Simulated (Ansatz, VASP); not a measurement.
# One calculation of TiC, two programs

```
CELL_PARAMETERS angstrom
0.00000 1.77294 1.77294
1.77294 0.00000 1.77294
1.77294 1.77294 0.00000
ATOMIC_POSITIONS crystal
Ti 0.00000 0.00000 0.00000
C 0.50000 0.50000 0.50000
```

Change from the starting cell: volume scaled by 0.55, PAW files.

Alike in both runs: task single point; functional r2SCAN; k mesh 15 × 15 × 15; occupations fermi-dirac, width 0.1 eV; no spin polarisation.

```csv
,VASP,Ansatz
version,VASP 6.6.1,Ansatz 0.2.0
potentials or method,"VASP PAW PBE potentials, release 64 (Ti_sv, C)","PAW with Ansatz's default frozen-core files, scalar-relativistic"
plane-wave cutoff (eV),520,500
valence electrons in the cell,16,16
```

|  | VASP | Ansatz | Ansatz less VASP |
| --- | --- | --- | --- |
| pressure (GPa) | 489.5 | 487.8 | -1.73 |

VASP's potentials were made for PBE, not for r2SCAN. Both programs put the cell under a high pressure, so it lies far from rest at this level. With one functional, cell and mesh, what is left measures potentials, basis and numerics.

Noted on VASP's run: the cell as given lies far from equilibrium.
